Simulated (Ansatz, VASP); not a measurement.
## One calculation of ScAl3, two programs

```
Sc Al
1.0
     4.08781    0.00000    0.00000
     0.00000    4.08781    0.00000
     0.00000    0.00000    4.08781
Sc Al
1 3
Cartesian
  0.0000 0.0000 0.0000
  2.0439 2.0439 0.0000
  0.0000 2.0439 2.0439
  2.0439 0.0000 2.0439
```

Alike in both runs: functional PBE-based screened hybrid; k mesh 4 × 4 × 4; occupations fermi-dirac, width 0.05 eV; no spin polarisation.

|  | VASP | Ansatz |
| --- | --- | --- |
| version | VASP 6.6.1 | Ansatz 0.2.0 |
| potentials or method | VASP PAW PBE potentials, release 64 (Sc_sv, Al) | Ansatz PAW |
| plane-wave cutoff (eV) | 520 | 420 |
| valence electrons in the cell | 20 | 20 |
| task | single point | band structure |

```csv
,VASP,Ansatz,Ansatz less VASP
gap on the k mesh at the Fermi level (eV),none,none,-
pressure (GPa),0.7,0.7,-0.05
```

VASP's potentials were made for PBE, not for PBE-based screened hybrid. A gap of «none» marks a metal or a gap that the smearing closes.

The k mesh is coarse, so the values compare programs but aren't converged.
